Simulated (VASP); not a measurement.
# FeNi (P4/mmm) in VASP: further runs

Runs on FeNi. Level: PBEsol. Tasks: single point, relaxation of cell and atoms.

All numbers are computed with VASP 6.6.1; they aren't measurements. Logs are shortened: lines on timing, memory, paths and dates and some standing lists are left out, and cuts for length are marked.

### 1 The cell of the first run

It takes space group P4/mmm (No. 123, tetragonal). The conventional cell has a = 2.518 Å, b = 2.518 Å, c = 3.491 Å, α = 90.00°, β = 90.00°, γ = 90.00°. Fe (site symmetry 4/mmm) has 8 Ni at 2.49 Å and 4 Fe at 2.52 Å within 3.3 Å. Within 3.3 Å of Ni (site symmetry 4/mmm) lie 8 Fe at 2.49 Å and 4 Ni at 2.52 Å.

### 2 Single point, PBEsol, collinear spin, ferromagnetic start (biaxial strain in the a-b plane: +2.0 %)

Input file INCAR:

```
SYSTEM = FeNi
ALGO     = Normal         ! electronic algorithm
EDIFF    = 1E-6           ! SCF threshold, eV
ENCUT    = 520            ! plane-wave cutoff, eV
GGA      = PS             ! functional
ISIF     = 2              ! what is computed and relaxed
ISMEAR   = 0              ! smearing method
ISPIN    = 2              ! spin polarisation
LASPH    = .TRUE.         ! aspherical terms in the spheres
LCHARG   = .FALSE.        ! write CHGCAR
LMAXMIX  = 4              ! l up to which the mixer works
LORBIT   = 11             ! projections on sites
LREAL    = .FALSE.        ! projectors in reciprocal space
LWAVE    = .FALSE.        ! write WAVECAR
MAGMOM   = 2.79 0.75      ! initial moments
NBANDS   = 20             ! bands
NELM     = 150            ! most SCF steps
PREC     = Accurate       ! precision mode
SIGMA    = 0.1            ! smearing width, eV
```

Input file KPOINTS:

```
k-points
0
G
  16 16 12
  0 0 0
```

Input file POSCAR:

```
FeNi
1.0
    2.5175066811      0.0000000000      0.0000000000
    0.0000000000      2.5175066811      0.0000000000
    0.0000000000      0.0000000000      3.4905391403
Fe Ni
1 1
Direct
    0.0000000000      0.0000000000      0.0000000000
    0.5000000000      0.5000000000      0.5000000000
```

Potentials or basis: VASP PAW PBE potentials, release 64 (Fe, Ni).

Command:

```bash
$ cat potpaw_PBE.64/Fe/POTCAR potpaw_PBE.64/Ni/POTCAR > POTCAR
$ mpirun -np 1 vasp_std > vasp.out
```

OUTCAR:

```text
SYSTEM = FeNi
   EDIFF = 1E-6
   ENCUT = 520
   GGA = PS
   ISIF = 2
   ISMEAR = 0
   ISPIN = 2
   LASPH = .TRUE.
   LORBIT = 11
   LREAL = .FALSE.
   NELM = 150
   PREC = Accurate

 ion  position               nearest neighbor table
   1  0.000  0.000  0.000-   2 2.49   2 2.49   2 2.49   2 2.49   2 2.49   2 2.49   2 2.49   2 2.49

   2  0.500  0.500  0.500-   1 2.49   1 2.49   1 2.49   1 2.49   1 2.49   1 2.49   1 2.49   1 2.49

  LATTYP: Found a simple tetragonal cell.
 ALAT       =     2.5175066811
 C/A-ratio  =     1.3865064059

  Lattice vectors:

 A1 = (   2.5175066811,   0.0000000000,   0.0000000000)
 A2 = (   0.0000000000,   2.5175066811,   0.0000000000)
 A3 = (   0.0000000000,   0.0000000000,   3.4905391403)

Analysis of symmetry for initial positions (statically):
=====================================================================
 Subroutine PRICEL returns:
 Original cell was already a primitive cell.

 Routine SETGRP: Setting up the symmetry group for a
 simple tetragonal supercell.

 Subroutine GETGRP returns: Found 16 space group operations
 (whereof 16 operations were pure point group operations)
 out of a pool of 16 trial point group operations.

The static configuration has the point symmetry D_4h.

Analysis of symmetry for dynamics (positions and initial velocities):
=====================================================================
 Subroutine PRICEL returns:
 Original cell was already a primitive cell.

 Routine SETGRP: Setting up the symmetry group for a
 simple tetragonal supercell.

 Subroutine GETGRP returns: Found 16 space group operations
 (whereof 16 operations were pure point group operations)
 out of a pool of 16 trial point group operations.

The dynamic configuration has the point symmetry D_4h.

Analysis of structural, dynamic, and magnetic symmetry:
=====================================================================
 Subroutine PRICEL returns:
 Original cell was already a primitive cell.

 Routine SETGRP: Setting up the symmetry group for a
 simple tetragonal supercell.

 Subroutine GETGRP returns: Found 16 space group operations
 (whereof 16 operations were pure point group operations)
 out of a pool of 16 trial point group operations.

The overall configuration has the point symmetry D_4h.

 Subroutine INISYM returns: Found 16 space group operations
 (whereof 16 operations are pure point group operations),
 and found     1 'primitive' translations

----------------------------------------------------------------------------------------

                                     Primitive cell

  volume of cell :      22.1225

  direct lattice vectors                    reciprocal lattice vectors
     2.517506681  0.000000000  0.000000000     0.397218410  0.000000000  0.000000000
     0.000000000  2.517506681  0.000000000     0.000000000  0.397218410  0.000000000
     0.000000000  0.000000000  3.490539140     0.000000000  0.000000000  0.286488694

  length of vectors
     2.517506681  2.517506681  3.490539140     0.397218410  0.397218410  0.286488694

  position of ions in fractional coordinates (direct lattice)
[... 8 lines left out ...]
----------------------------------------------------------------------------------------

 KPOINTS: k-points

Automatic generation of k-mesh.
 Grid dimensions read from file:
 generate k-points for:   16   16   12

 Generating k-lattice:

  Cartesian coordinates                     Fractional coordinates (reciprocal lattice)
     0.024826151  0.000000000  0.000000000     0.062500000  0.000000000  0.000000000
     0.000000000  0.024826151  0.000000000     0.000000000  0.062500000  0.000000000
     0.000000000  0.000000000  0.023874058     0.000000000  0.000000000  0.083333333

  Length of vectors
     0.024826151  0.024826151  0.023874058

  Shift w.r.t. Gamma in fractional coordinates (k-lattice)
     0.000000000  0.000000000  0.000000000

 Subroutine IBZKPT returns following result:
 ===========================================

 Found    315 irreducible k-points:

 Following reciprocal coordinates:
            Coordinates               Weight
  0.000000  0.000000  0.000000      1.000000
  0.062500  0.000000  0.000000      4.000000
  0.125000  0.000000  0.000000      4.000000
  0.187500  0.000000  0.000000      4.000000
  0.250000  0.000000  0.000000      4.000000
  0.312500  0.000000  0.000000      4.000000
[... 16 lines left out ...]
  0.437500  0.125000  0.000000      8.000000
  0.500000  0.125000  0.000000      4.000000
 [... further k-points ...]
   k-points           NKPTS =    315   k-points in BZ     NKDIM =    315   number of bands    NBANDS=     20
   number of dos      NEDOS =    301   number of ions     NIONS =      2
   total plane-waves  NPLWV =  11200
   dimension x,y,z NGX =    20 NGY =   20 NGZ =   28
   dimension x,y,z NGXF=    40 NGYF=   40 NGZF=   56
   ions per type =               1   1
   NGX,Y,Z   is equivalent  to a cutoff of  13.21, 13.21, 13.34 a.u.
   NGXF,Y,Z  is equivalent  to a cutoff of  26.41, 26.41, 26.67 a.u.
 SYSTEM =  FeNi
   PREC   = accura    normal or accurate (medium, high low for compatibility)
   ISTART =      0    job   : 0-new  1-cont  2-samecut
   ICHARG =      2    charge: 1-file 2-atom 10-const
   ISPIN  =      2    spin polarized calculation?
   LNONCOLLINEAR =      F non collinear calculations
   LSORBIT =      F    spin-orbit coupling
   LASPH  =      T    aspherical Exc in radial PAW
   ENCUT  =  520.0 eV  38.22 Ry    6.18 a.u.   4.68  4.68  6.49*2*pi/ulx,y,z
   NELM   =    150;   NELMIN=  2; NELMDL= -5     # of ELM steps
   EDIFF  = 0.1E-05   stopping-criterion for ELM
   LREAL  =      F    real-space projection
   EDIFFG = 0.1E-04   stopping-criterion for IOM
   NSW    =      0    number of steps for IOM
   IBRION =     -1    ionic relax: 0-MD 1-quasi-New 2-CG
   NFREE  =      0    steps in history (QN), initial steepest desc. (CG)
   ISIF   =      2    stress and relaxation
   ISYM   =      2    0-nonsym 1-usesym 2-fastsym
   POTIM  = 0.5000    time-step for ionic-motion
   TEBEG  =    0.0;   TEEND  =   0.0 temperature during run
   PSTRESS=    0.0 pullay stress
   NELECT =      18.0000    total number of electrons
   NUPDOWN=      -1.0000    fix difference up-down
   EMIN   =  10.00;   EMAX   =-10.00  energy-range for DOS
   EFERMI =   0.00;   METHOD = LEGACY
   ISMEAR =     0;   SIGMA  =   0.10  broadening in eV -4-tet -1-fermi 0-gaus
   EFERMI_NEDOS =   21; number of points for ismear=-14 and -15
   IALGO  =     38    algorithm
   IMIX   =      4    mixing-type and parameters
     AMIX     =   0.40;   BMIX     =  1.00
     AMIX_MAG =   1.60;   BMIX_MAG =  1.00
  volume/ion in A,a.u.               =      11.06        74.64
  Fermi-wavevector in a.u.,A,eV,Ry     =   1.528344  2.888151 31.780964  2.335835
  Thomas-Fermi vector in A             =   2.636115
   LORBIT       =     11    0 simple, 1 ext, 2 COOP (PROOUT), +10 PAW based schemes
   GGA     = PS    functional components
   LHFCALC =     F    Hartree Fock is set to
   AEXX    =    0.0000 exact exchange contribution
   IVDW    =     0    specifies the selected vdW correction
   LEPSILON=     F    determine dielectric tensor
   LRPA    =     F    only Hartree local field effects (RPA)
 spin polarized calculation
 Gauss-broadening in eV      SIGMA  =   0.10
  energy-cutoff  :      520.00
  volume of cell :       22.12
 maximum number of plane-waves:       613
 NGX is ok and might be reduce to    20
   NGX =  9   NGY =  9   NGZ = 13

 number of electron      17.9999997 magnetization       3.2439980

 Free energy of the ion-electron system (eV)
  ---------------------------------------------------
  ext. energy  EPLUGINS =         0.00000000
  ---------------------------------------------------
  free energy    TOTEN  =       -15.14886587 eV

  energy without entropy =      -15.14265220  energy(sigma->0) =      -15.14575904

 E-fermi :   7.6445     XC(G=0): -13.3774

 val. band max:        7.6413453980   @ k =   0.3125   0.2500   0.1667
 cond. band min:       7.6485672788   @ k =   0.5000   0.2500   0.1667
 fundamental gap:      0.0072218808
 Fermi energy:         7.6444675496

 spin component 1

 k-point     1 :       0.0000    0.0000    0.0000
  band No.  band energies     occupation
      1      -1.3819      1.00000
      2       2.4479      1.00000
      3       3.0912      1.00000
      4       4.9869      1.00000
      5       4.9869      1.00000
      6       5.1249      1.00000
[... 12 lines left out ...]
     19      34.6539      0.00000
     20      34.6544      0.00000
[... 507 lines left out ...]
 k-point    24 :       0.5000    0.1250    0.0000
  band No.  band energies     occupation
      1       3.2641      1.00000
      2       3.2928      1.00000
      3       3.9847      1.00000
      4       4.2482      1.00000
      5       4.4336      1.00000
      6       4.5357      1.00000
[... 12 lines left out ...]
     19      34.7470      0.00000
     20      35.1526      0.00000

 [... further k-points ...]

 spin component 2

 k-point     1 :       0.0000    0.0000    0.0000
  band No.  band energies     occupation
      1      -1.2322      1.00000
      2       3.5686      1.00000
      3       4.2372      1.00000
      4       6.1944      1.00000
      5       6.1944      1.00000
      6       6.7824      1.00000
[... 12 lines left out ...]
     19      34.8842      0.00000
     20      34.8842      0.00000
[... 507 lines left out ...]
 k-point    24 :       0.5000    0.1250    0.0000
  band No.  band energies     occupation
      1       3.7357      1.00000
      2       4.0091      1.00000
      3       4.9951      1.00000
      4       5.4073      1.00000
      5       5.5856      1.00000
      6       6.1081      1.00000
[... 12 lines left out ...]
     19      34.8681      0.00000
     20      35.2304      0.00000

 [... further k-points ...]

------------------------ aborting loop because EDIFF is reached ----------------------------------------

  FORCE on cell =-STRESS in cart. coord.  units (eV):
  Direction    XX          YY          ZZ          XY          YZ          ZX
  --------------------------------------------------------------------------------------
  -------------------------------------------------------------------------------------
  Total       -0.8714349     -0.8714349     -0.2934756      0.0000000      0.0000000      0.0000000
  in kB      -63.1119728    -63.1119728    -21.2543968      0.0000000      0.0000000      0.0000000
  external PRESSURE =     -49.1594475 kB  Pullay stress =       0.0000000 kB

 VOLUME and BASIS-vectors are now :
 -----------------------------------------------------------------------------
  energy-cutoff  :      520.00
  volume of cell :       22.12
      direct lattice vectors                 reciprocal lattice vectors
     2.517506681  0.000000000  0.000000000     0.397218410  0.000000000  0.000000000
     0.000000000  2.517506681  0.000000000     0.000000000  0.397218410  0.000000000
     0.000000000  0.000000000  3.490539140     0.000000000  0.000000000  0.286488694

 POSITION                                       TOTAL-FORCE (eV/Angst)
 -----------------------------------------------------------------------------------
      0.00000      0.00000      0.00000         0.000000      0.000000      0.000000
      1.25875      1.25875      1.74527         0.000000      0.000000      0.000000
 -----------------------------------------------------------------------------------
    total drift:                               -0.000000      0.000000      0.000000

  FREE ENERGIE OF THE ION-ELECTRON SYSTEM (eV)
  ---------------------------------------------------
  free  energy   TOTEN  =       -15.1488658736 eV

  energy  without entropy=      -15.1426521994  energy(sigma->0) =      -15.14575904

 total charge

# of ion       s       p       d       tot
------------------------------------------
    1        0.483   0.521   6.201   7.205
    2        0.527   0.553   8.318   9.397
--------------------------------------------------
tot          1.009   1.074  14.519  16.603

 magnetization (x)

# of ion       s       p       d       tot
------------------------------------------
    1       -0.001  -0.020   2.626   2.605
    2       -0.027  -0.061   0.720   0.632
--------------------------------------------------
tot         -0.028  -0.081   3.346   3.237
```

Wall time 6.6 min (1 thread of AMD EPYC 7R43 (Zen 3), shared host); peak memory 0.28 GiB.

Results:

| Quantity | Value |
| --- | --- |
| Free energy | -15.1489 eV |
| Pressure | -4.9 GPa |
| Net moment | 3.24 μB per cell |
| Site moments | Fe +2.60; Ni +0.63 μB |
| Valence electrons inside the program's atomic spheres | Fe 7.21; Ni 9.40 |

Stress tensor (GPa, compression positive):
```
-6.31  0.00  0.00
 0.00 -6.31  0.00
 0.00  0.00 -2.13
```

Caveat: the cell differs from its parent crystal (biaxial strain in the a-b plane: +2.0 %); the PAW data sets were made with another functional, which shifts forces and pressure a little.

### 3 Single point, PBEsol, collinear spin, ferromagnetic start

This run uses another cell than the first one, of 11.14 Å³/atom, 1.007 times its volume.

Input file INCAR:

```
SYSTEM = FeNi
ALGO = Normal
EDIFF = 1E-7
ENCUT = 520
GGA = PS
ISIF = 2
ISMEAR = 0
ISPIN = 2
LASPH = .TRUE.
LCHARG = .FALSE.
LMAXMIX = 4
LORBIT = 11
LREAL = .FALSE.
LWAVE = .FALSE.
MAGMOM = 4 2
NBANDS = 20
NELM = 150
PREC = Accurate
SIGMA = 0.1
```

Input file KPOINTS:

```
k-points
0
G
  8 8 6
  0 0 0
```

Input file POSCAR:

```
FeNi
1.0
    2.5121795000      0.0000000000      0.0000000000
    0.0000000000      2.5121795000      0.0000000000
    0.0000000000      0.0000000000      3.5307586900
Fe Ni
1 1
Direct
    0.0000000000      0.0000000000      0.0000000000
    0.5000000000      0.5000000000      0.5000000000
```

Potentials or basis: VASP PAW PBE potentials, release 64 (Fe, Ni).

Command:

```bash
$ cat potpaw_PBE.64/Fe/POTCAR potpaw_PBE.64/Ni/POTCAR > POTCAR
$ mpirun -np 1 vasp_std > vasp.out
```

Run time: 56 s. Hardware: 1 thread of Intel Xeon Platinum 8375C at 2.90GHz (Ice Lake), shared host; peak memory 0.17 GiB.

The run converged. Its results:

```
Free energy                                           : -15.1546 eV
Pressure                                              : -6.1 GPa
Net moment                                            : 3.30 μB per cell
Site moments                                          : Fe +2.64; Ni +0.65 μB
Valence electrons inside the program's atomic spheres : Fe 7.19; Ni 9.38
```

Stress tensor (GPa, compression positive):
```
-6.49  0.00  0.00
 0.00 -6.49  0.00
 0.00  0.00 -5.29
```

Levels at points of the mesh, in eV from the Fermi level:
Spin up:
```
           k point  band 8  band 9  band 10  band 11  band 12  band 13  band 14  band 15
(0.00, 0.00, 0.00)   -1.40   -0.60    -0.38    -0.38     2.52     9.52    14.52    14.52
(0.50, 0.00, 0.00)   -1.73   -1.41    -1.38     0.76     1.37    11.62    11.63    12.59
(0.50, 0.50, 0.00)   -0.37   -0.37    -0.05     2.40     2.40     9.14     9.57    14.15
(0.00, 0.00, 0.50)   -1.64   -1.61    -1.61    -1.04    -0.98    18.83    18.83    19.21
(0.50, 0.00, 0.50)   -0.63   -0.51    -0.50    -0.33    -0.26     5.75     6.27    21.39
(0.50, 0.50, 0.50)   -1.56   -0.65    -0.05     7.80     7.80     7.85     7.85     9.82
```
Spin down:
| k point | band 5 | band 6 | band 7 | band 8 | band 9 | band 10 | band 11 | band 12 |
| --- | --- | --- | --- | --- | --- | --- | --- | --- |
| (0.00, 0.00, 0.00) | -1.32 | -0.82 | -0.40 | 0.43 | 1.77 | 1.77 | 2.10 | 2.71 |
| (0.50, 0.00, 0.00) | -1.37 | -1.14 | -0.92 | -0.70 | 0.82 | 1.29 | 1.57 | 3.57 |
| (0.50, 0.50, 0.00) | 0.39 | 0.72 | 1.52 | 1.52 | 1.80 | 2.52 | 2.56 | 2.56 |
| (0.00, 0.00, 0.50) | -1.28 | -0.91 | -0.91 | -0.33 | 0.35 | 0.94 | 0.94 | 2.01 |
| (0.50, 0.00, 0.50) | -1.25 | -0.49 | -0.27 | -0.07 | 0.59 | 1.51 | 1.73 | 1.91 |
| (0.50, 0.50, 0.50) | -1.50 | -1.50 | -0.72 | 0.39 | 1.26 | 2.52 | 8.43 | 8.43 |

Caveat: the PAW data sets were made with another functional, which shifts forces and pressure a little.

[end of part 1 of 2]
